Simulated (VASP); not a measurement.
Here is a VASP 6.6.1 calculation.

INCAR

```
SYSTEM = Zr8HS16
PREC = Accurate
ENCUT = 400
EDIFF = 1E-6
ISMEAR = 0
SIGMA = 0.02
LREAL = .FALSE.
LASPH = .TRUE.
NELM = 120
ALGO = Normal
ISIF = 2
LWAVE = .FALSE.
LCHARG = .FALSE.
GGA = PE
NELECT = 192.0
NBANDS = 114
GGA_COMPAT = .FALSE.
```

KPOINTS

```
Automatic mesh
0
Gamma
  2 2 2
  0.5 0.5 0.5
```

File POSCAR:

```
Zr8HS16
1.0
    0.0000000000      6.3829682806     -6.7579064893
    0.0000000000      6.3829682806      6.7579064893
    7.3704169100     -6.3829682806      0.0000000000
Zr S H
8 16 1
Direct
   -0.0068585004     -0.0224130216     -0.0000008141
    0.1218274976      0.1338872975      0.7434114063
    0.2462990203      0.2464592770      0.4934053317
    0.3784132250      0.3904782040      0.2565879275
    0.5005439875      0.4985023789     -0.0000002714
    0.6233783324      0.6101951077      0.7465186932
    0.7528906902      0.7530555342      0.5065934594
    0.8768556690      0.8636780673      0.2534788768
    0.8158909939      0.5938346511      0.2526368620
    0.9477031641      0.7099662255     -0.0000001357
    0.0687715862      0.8687538009      0.7595232493
    0.1939826127      0.9793589727      0.5056049129
    0.3092477058      0.1092302888      0.2404735067
    0.4301442785      0.2274631668      0.0000005427
    0.5632556267      0.3411958805      0.7473631502
    0.6883768404      0.4737541607      0.4943919787
    0.0525031847      0.3113465118     -0.0000010854
    0.1856700525      0.4050140169      0.7471662821
    0.3125484315      0.5267452396      0.5066573636
    0.4385005013      0.6578481650      0.2528306096
    0.5663696878      0.7693374267     -0.0000021708
    0.6872428938      0.8923071400      0.7560770399
    0.8058918139      0.0200898783      0.4933431914
    0.9311669901      0.1362310128      0.2439229723
    1.0104200593      0.4535493767     -0.0000014925
```

Potentials or basis: VASP PAW PBE potentials, release 64 (Zr_sv, S, H).

Command:

```sh
$ cat potpaw_PBE.64/Zr_sv/POTCAR potpaw_PBE.64/S/POTCAR potpaw_PBE.64/H/POTCAR > POTCAR
$ mpirun -np 1 vasp_std > vasp.out
```

Q: What does it give for the largest force?

A: 0.722 eV/Å.

Forces in eV/Å, atoms in the order of the input:
```
Zr   0.000 -0.263 -0.130
Zr  -0.046  0.033 -0.070
Zr  -0.024  0.020  0.027
Zr   0.046  0.033 -0.070
Zr   0.000  0.009 -0.003
Zr   0.008  0.003  0.089
Zr   0.024  0.020  0.027
Zr  -0.008  0.003  0.089
S   -0.005  0.052  0.011
S    0.000  0.252  0.315
S    0.008  0.007  0.024
S   -0.022  0.016 -0.005
S   -0.008  0.007  0.024
S    0.000 -0.004 -0.016
S    0.005  0.052  0.011
S    0.022  0.016 -0.005
S    0.000  0.019  0.005
S    0.003 -0.004  0.006
S   -0.017  0.020  0.043
S   -0.003 -0.004  0.006
S    0.000 -0.025  0.065
S   -0.034  0.040  0.069
S    0.017  0.020  0.043
S    0.034  0.040  0.069
H    0.000 -0.362 -0.625
```

Caveat: the cell carries a net charge on a neutralising background, which shifts energy and pressure.
